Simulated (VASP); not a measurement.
Set up this calculation in VASP 6.6.1, as the native input.

```yaml
Task: relaxation of cell and atoms
Functional: PBEsol
Potentials_or_basis: VASP PAW PBE potentials, release 64 (Au, Cu)
Cutoff: 600 eV
k_mesh: 11 × 11 × 11
Occupations: fermi-dirac, width 0.05 eV
Spin: no spin polarisation
Dipole_correction: no
Further_INCAR_settings: ALGO = Normal; EDIFF = 1e-06; IBRION = 2; EDIFFG = -0.02; NSW = 80; ISIF = 3
```

The structure of CuAu lies in POSCAR:

```
CuAu
1.0
    1.4430568479      0.8331492596      4.2561707609
   -1.4430568479      0.8331492596      4.2561707609
    0.0000000000     -1.6662985192      4.2561707609
Au Cu
1 1
Direct
    0.0000000000      0.0000000000      0.0000000000
    0.5000000000      0.5000000000      0.5000000000
```

These files were run (other wordings do the same):

INCAR

```
SYSTEM = CuAu
ALGO = Normal
EDIFF = 1E-6
EDIFFG = -0.02
ENCUT = 600
GGA = PS
IBRION = 2
ISIF = 3
ISMEAR = -1
LASPH = .TRUE.
LCHARG = .FALSE.
LREAL = .FALSE.
LWAVE = .FALSE.
NELM = 60
NSW = 80
PREC = Accurate
SIGMA = 0.05
```

KPOINTS

```
k-points
0
G
  11 11 11
  0 0 0
```

Potentials or basis: VASP PAW PBE potentials, release 64 (Au, Cu).

The run is started by

```console
$ cat potpaw_PBE.64/Au/POTCAR potpaw_PBE.64/Cu/POTCAR > POTCAR
$ mpirun -np 1 vasp_std > vasp.out
```

It gave:

```
Relaxed volume                         : 14.49 Å³/atom
Relaxed cell                           : a = 4.583 Å, b = 4.583 Å, c = 4.583 Å, α = 35.48°, β = 35.48°, γ = 35.48°
Space group after relaxing (to 0.05 Å) : R-3m (No. 166)
Energy gained by relaxing              : 26.6 meV/atom
Ionic steps                            : 11
Pressure after relaxing                : 0.0 GPa
Band gap on the k mesh                 : zero (band 11 reaches 10.90 eV, above the bottom of band 12 at 6.52 eV)
```

Caveat: the PAW data sets were made with another functional, which shifts forces and pressure a little; spin-orbit coupling is left out, which moves the levels of the heavy elements.

Run time: 9.2 min on 1 thread of Intel(R) Xeon(R) 6975P-C (Granite Rapids) (shared host), peak memory 0.35 GiB.
